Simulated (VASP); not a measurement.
# Os (P6_3/mmc) in VASP: single point with PBEsol

Aim: the single point of Os with PBEsol.

Everything below comes from runs of VASP 6.6.1. Logs are shortened: lines on timing, memory, paths and dates and some standing lists are left out, and cuts for length are marked.

**1. The cell of the first run**

The structure is hexagonal, space group P6_3/mmc (No. 194). The conventional cell has a = 2.779 Å, b = 2.779 Å, c = 4.391 Å, α = 90.00°, β = 90.00°, γ = 120.00°. Within 3.6 Å of Os (site symmetry -6m2) lie 12 Os at 2.72 to 2.78 Å.

**2. Single point, PBEsol (volume scaled by 1.05)**

Contents of INCAR:

```
SYSTEM = Os
PREC = Accurate ; ENCUT = 520
EDIFF = 1E-7 ; ISMEAR = -1
SIGMA = 0.05 ; LREAL = .False.
LASPH = .True. ; NELM = 100
ALGO = Normal ; ISIF = 2
LWAVE = .False. ; LCHARG = .False.
GGA = PS ; NBANDS = 15
```

Contents of KPOINTS:

```
regular mesh
0
Gamma
  15 15 9
  0 0 0
```

Contents of POSCAR:

```
Os
1.0
    2.7789292543      0.0000000000      0.0000000000
   -1.3894646272      2.4066233296      0.0000000000
    0.0000000000      0.0000000000      4.3905273425
Os
2
Direct
    0.3333333333      0.6666666667      0.2500000000
    0.6666666667      0.3333333333      0.7500000000
```

Potentials or basis: VASP PAW PBE potentials, release 64 (Os).

Launch:

```console
$ cat potpaw_PBE.64/Os/POTCAR > POTCAR
$ mpirun -np 1 vasp_std > vasp.out
```

OUTCAR:

```text
SYSTEM = Os
   PREC = Accurate
   ENCUT = 520
   EDIFF = 1E-7
   ISMEAR = -1
   LREAL = .False.
   LASPH = .True.
   NELM = 100
   ISIF = 2
   GGA = PS

 ion  position               nearest neighbor table
   1  0.333  0.667  0.250-   2 2.72   2 2.72   2 2.72   2 2.72   2 2.72   2 2.72
   2  0.667  0.333  0.750-   1 2.72   1 2.72   1 2.72   1 2.72   1 2.72   1 2.72

  LATTYP: Found a hexagonal cell.
 ALAT       =     2.7789292543
 C/A-ratio  =     1.5799349104

  Lattice vectors:

 A1 = (   2.7789292543,   0.0000000000,   0.0000000000)
 A2 = (  -1.3894646272,   2.4066233296,   0.0000000000)
 A3 = (   0.0000000000,   0.0000000000,   4.3905273425)

Analysis of symmetry for initial positions (statically):
=====================================================================
 Subroutine PRICEL returns:
 Original cell was already a primitive cell.

 Routine SETGRP: Setting up the symmetry group for a
 hexagonal supercell.

 Subroutine GETGRP returns: Found 24 space group operations
 (whereof 12 operations were pure point group operations)
 out of a pool of 24 trial point group operations.

The static configuration has the point symmetry D_3d.
 The point group associated with its full space group is D_6h.

Analysis of symmetry for dynamics (positions and initial velocities):
=====================================================================
 Subroutine PRICEL returns:
 Original cell was already a primitive cell.

 Routine SETGRP: Setting up the symmetry group for a
 hexagonal supercell.

 Subroutine GETGRP returns: Found 24 space group operations
 (whereof 12 operations were pure point group operations)
 out of a pool of 24 trial point group operations.

The dynamic configuration has the point symmetry D_3d.
 The point group associated with its full space group is D_6h.

 Subroutine INISYM returns: Found 24 space group operations
 (whereof 12 operations are pure point group operations),
 and found     1 'primitive' translations

----------------------------------------------------------------------------------------

                                     Primitive cell

  volume of cell :      29.3631

  direct lattice vectors                    reciprocal lattice vectors
     2.778929254  0.000000000  0.000000000     0.359850830  0.207759974  0.000000000
[... 88 lines left out ...]
   EDIFFG = 0.1E-05   stopping-criterion for IOM
   NSW    =      0    number of steps for IOM
   IBRION =     -1    ionic relax: 0-MD 1-quasi-New 2-CG
   NFREE  =      0    steps in history (QN), initial steepest desc. (CG)
   ISIF   =      2    stress and relaxation
   ISYM   =      2    0-nonsym 1-usesym 2-fastsym
   POTIM  = 0.5000    time-step for ionic-motion
   TEBEG  =    0.0;   TEEND  =   0.0 temperature during run
   PSTRESS=    0.0 pullay stress
   NELECT =      16.0000    total number of electrons
   NUPDOWN=      -1.0000    fix difference up-down
   EMIN   =  10.00;   EMAX   =-10.00  energy-range for DOS
   EFERMI =   0.00;   METHOD = LEGACY
   ISMEAR =    -1;   SIGMA  =   0.05  broadening in eV -4-tet -1-fermi 0-gaus
   EFERMI_NEDOS =   21; number of points for ismear=-14 and -15
   IALGO  =     38    algorithm
   IMIX   =      4    mixing-type and parameters
     AMIX     =   0.40;   BMIX     =  1.00
     AMIX_MAG =   1.60;   BMIX_MAG =  1.00
  volume/ion in A,a.u.               =      14.68        99.08
  Fermi-wavevector in a.u.,A,eV,Ry     =   1.337152  2.526851 24.326877  1.787975
  Thomas-Fermi vector in A             =   2.465723
   LORBIT       =      0    0 simple, 1 ext, 2 COOP (PROOUT), +10 PAW based schemes
   GGA     = PS    functional components
   LHFCALC =     F    Hartree Fock is set to
   AEXX    =    0.0000 exact exchange contribution
   IVDW    =     0    specifies the selected vdW correction
   LEPSILON=     F    determine dielectric tensor
   LRPA    =     F    only Hartree local field effects (RPA)
 non-spin polarized calculation
  energy-cutoff  :      520.00
  volume of cell :       29.36
 maximum number of plane-waves:       807
 NGX is ok and might be reduce to    24
   NGX = 11   NGY = 11   NGZ = 17

 number of electron      15.9999998 magnetization

 Free energy of the ion-electron system (eV)
  ---------------------------------------------------
  ext. energy  EPLUGINS =         0.00000000
  ---------------------------------------------------
  free energy    TOTEN  =       -24.38802335 eV

  energy without entropy =      -24.37898938  energy(sigma->0) =      -24.38350637

 E-fermi :   8.5736     XC(G=0): -13.8790

 val. band max:        8.5718476720   @ k =   0.1333  -0.0000   0.3333
 cond. band min:       8.5872656621   @ k =   0.0000   0.0000   0.0000
 fundamental gap:      0.0154179901
 Fermi energy:         8.5735626557

 k-point     1 :       0.0000    0.0000    0.0000
  band No.  band energies     occupation
      1      -1.9688      2.00000
      2       1.2154      2.00000
      3       5.7347      2.00000
      4       5.7347      2.00000
      5       5.9659      2.00000
      6       6.5141      2.00000
      7       6.5141      2.00000
      8       7.1243      2.00000
      9       7.1243      2.00000
     10       8.5873      0.86382
     11      10.1561      0.00000
     12      10.1561      0.00000
     13      17.0577      0.00000
     14      22.6312      0.00000
[... 401 lines left out ...]
      2       2.8035      2.00000
      3       2.8535      2.00000
      4       4.7880      2.00000
      5       5.1383      2.00000
      6       5.8197      2.00000
      7       7.0440      2.00000
      8       9.9053      0.00000
      9      10.4621      0.00000
     10      10.6540      0.00000
     11      13.3270      0.00000
     12      13.9342      0.00000
     13      16.5263      0.00000
     14      19.4262      0.00000
     15      21.7976      0.00000

 [... further k-points ...]
[... 5 lines left out ...]
  --------------------------------------------------------------------------------------
  -------------------------------------------------------------------------------------
  Total       -3.8072968     -3.8072968     -3.9747098      0.0000000      0.0000000      0.0000000
  in kB     -207.7423407   -207.7423407   -216.8771046      0.0000000      0.0000000      0.0000000
  external PRESSURE =    -210.7872620 kB  Pullay stress =       0.0000000 kB

 VOLUME and BASIS-vectors are now :
 -----------------------------------------------------------------------------
  energy-cutoff  :      520.00
  volume of cell :       29.36
      direct lattice vectors                 reciprocal lattice vectors
     2.778929254  0.000000000  0.000000000     0.359850830  0.207759974  0.000000000
    -1.389464627  2.406623330  0.000000000     0.000000000  0.415519948  0.000000000
     0.000000000  0.000000000  4.390527343     0.000000000  0.000000000  0.227763073

 POSITION                                       TOTAL-FORCE (eV/Angst)
 -----------------------------------------------------------------------------------
     -0.00000      1.60442      1.09763         0.000000     -0.000000      0.000000
      1.38946      0.80221      3.29290         0.000000      0.000000      0.000000
 -----------------------------------------------------------------------------------
    total drift:                               -0.000000      0.000000     -0.000000

  FREE ENERGIE OF THE ION-ELECTRON SYSTEM (eV)
  ---------------------------------------------------
  free  energy   TOTEN  =       -24.3880233494 eV

  energy  without entropy=      -24.3789893835  energy(sigma->0) =      -24.38350637
```

stdout:

```text
POSCAR found type information on POSCAR Os
 POSCAR found :  1 types and       2 ions
 scaLAPACK will be used
 -----------------------------------------------------------------------------
|                                                                             |
|                                                                             |
|     You enforced a specific xc type in the INCAR file but a different       |
|     I HOPE YOU KNOW WHAT YOU ARE DOING!                                     |
|                                                                             |
 -----------------------------------------------------------------------------

 LDA part: xc-table for (Slater+PW92), standard interpolation
 POSCAR, INCAR and KPOINTS ok, starting setup
 FFT: planning ... GRIDC
 FFT: planning ... GRID_SOFT
 FFT: planning ... GRID
 WAVECAR not read
 entering main loop
```

Run time: 42 s. Hardware: 1 thread of AMD EPYC 9R45 (Zen 5), shared host; peak memory 0.15 GiB.

What came out:

- Free energy: -24.3880 eV
- Pressure: -21.1 GPa
- Band gap on the k mesh: zero (band 8 reaches 10.49 eV, above the bottom of band 9 at 6.95 eV)

Levels at points of the mesh, in eV from the Fermi level:
| k point | band 6 | band 7 | band 8 | band 9 | band 10 | band 11 |
| --- | --- | --- | --- | --- | --- | --- |
| (0.00, 0.00, 0.00) | -2.06 | -2.06 | -1.45 | -1.45 | 0.01 | 1.58 |

Caveat: the PAW data sets were made with another functional, which shifts forces and pressure a little; spin-orbit coupling is left out, which moves the levels of the heavy elements.
